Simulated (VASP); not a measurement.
Wanted: the native input for a VASP 6.6.1 run.

| Property | Result |
| --- | --- |
| Task | single point |
| Functional | r2SCAN |
| Potentials or basis | VASP PAW PBE potentials, release 64 (Hg, Te) |
| Cutoff | 520 eV |
| k mesh | 6 × 6 × 4 |
| Occupations | fermi-dirac, width 0.02 eV |
| Spin | no spin polarisation |
| Dipole correction | no |
| Further INCAR settings | ALGO = Normal; EDIFF = 1e-06; NBANDS = 26 |

The system is HgTe.

```
CELL_PARAMETERS angstrom
4.81951 0.00000 0.00000
-2.40976 4.17382 0.00000
0.00000 0.00000 7.19621
ATOMIC_POSITIONS crystal
Hg 0.33333 0.66667 0.25000
Hg 0.66667 0.33333 0.75000
Te 0.66667 0.33333 0.25000
Te 0.33333 0.66667 0.75000
```

One way to write it, as run:

POSCAR

```
HgTe
1.0
    4.8195131587      0.0000000000      0.0000000000
   -2.4097565794      4.1738208293      0.0000000000
    0.0000000000      0.0000000000      7.1962059349
Hg Te
2 2
Direct
    0.3333333333      0.6666666667      0.2500000000
    0.6666666667      0.3333333333      0.7500000000
    0.6666666667      0.3333333333      0.2500000000
    0.3333333333      0.6666666667      0.7500000000
```

INCAR.step1

```
PREC = Accurate ; ENCUT = 520
ISMEAR = -1 ; SIGMA = 0.02
LREAL = False ; LASPH = True
NELM = 80 ; NBANDS = 26
GGA = PE ; ALGO = Normal
EDIFF = 1E-4 ; LWAVE = True
LCHARG = False
```

INCAR.step2

```
PREC = Accurate ; ENCUT = 520
EDIFF = 1E-6 ; ISMEAR = -1
SIGMA = 0.02 ; LREAL = False
LASPH = True ; NELM = 80
ALGO = Normal ; ISIF = 2
LWAVE = False ; LCHARG = False
METAGGA = R2SCAN ; LMIXTAU = True
NBANDS = 26 ; ISTART = 1
```

KPOINTS

```
regular mesh
0
Gamma
  6 6 4
```

Potentials or basis: VASP PAW PBE potentials, release 64 (Hg, Te).

Command:

```sh
$ cat potpaw_PBE.64/Hg/POTCAR potpaw_PBE.64/Te/POTCAR > POTCAR
$ cp INCAR.step1 INCAR
$ mpirun -np 1 vasp_std > vasp.out
$ cp INCAR.step2 INCAR
$ mpirun -np 1 vasp_std > vasp.out
```

It gave:

```json
{
  "Pressure": "0.1 GPa",
  "Band gap on the k mesh": "zero (band 18 reaches 1.90 eV, above the bottom of band 19 at 1.80 eV)"
}
```

Caveat: the PAW data sets were made with another functional, which shifts forces and pressure a little; spin-orbit coupling is left out, which moves the levels of the heavy elements.

It took 2.4 min on 1 thread of Intel(R) Xeon(R) 6975P-C (Granite Rapids) (shared host), peak memory 0.3 GiB.
